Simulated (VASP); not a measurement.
Set up this calculation in VASP 6.6.1, as the native input.

```
Task                   : single point
Functional             : PBEsol
Potentials or basis    : VASP PAW PBE potentials, release 64 (Ti_sv, O)
Cutoff                 : 520 eV
k mesh                 : 8 × 8 × 12
Occupations            : fermi-dirac, width 0.1 eV
Spin                   : no spin polarisation
Dipole correction      : no
Further INCAR settings : ALGO = Normal; EDIFF = 1e-06; NBANDS = 33
```

The structure of TiO2 lies in POSCAR:

```
TiO2
1.0
    4.5912577591      0.0000000000      0.0000000000
    0.0000000000      4.5912577591      0.0000000000
    0.0000000000      0.0000000000      2.9389898539
Ti O
2 4
Direct
    0.0000000000      0.0000000000      0.0000000000
    0.5000000000      0.5000000000      0.5000000000
    0.3044381817      0.3044381817      0.0000000000
    0.1955618183      0.8044381817      0.5000000000
    0.6955618183      0.6955618183      0.0000000000
    0.8044381817      0.1955618183      0.5000000000
```

These files were run (other wordings do the same):

INCAR

```
  PREC = Accurate
  ENCUT = 520
  EDIFF = 1E-6
  ISMEAR = -1
  SIGMA = 0.1
  LREAL = False
  LASPH = True
  NELM = 100
  ALGO = Normal
  ISIF = 2
  LWAVE = False
  LCHARG = False
  GGA = PS
  NBANDS = 33
```

KPOINTS

```
regular mesh
0
Gamma
  8 8 12
```

Potentials or basis: VASP PAW PBE potentials, release 64 (Ti_sv, O).

Launch:

```console
$ cat potpaw_PBE.64/Ti_sv/POTCAR potpaw_PBE.64/O/POTCAR > POTCAR
$ mpirun -np 1 vasp_std > vasp.out
```

Results of the run:

The pressure is 0.6 GPa. The largest force is 0.025 eV/Å and the band gap on the k mesh is 1.84 eV.

Caveat: the PAW data sets were made with another functional, which shifts forces and pressure a little.

Wall time 3.9 min on 1 thread of AMD EPYC 7R13 Processor (Zen 3) (shared host), peak memory 0.26 GiB.
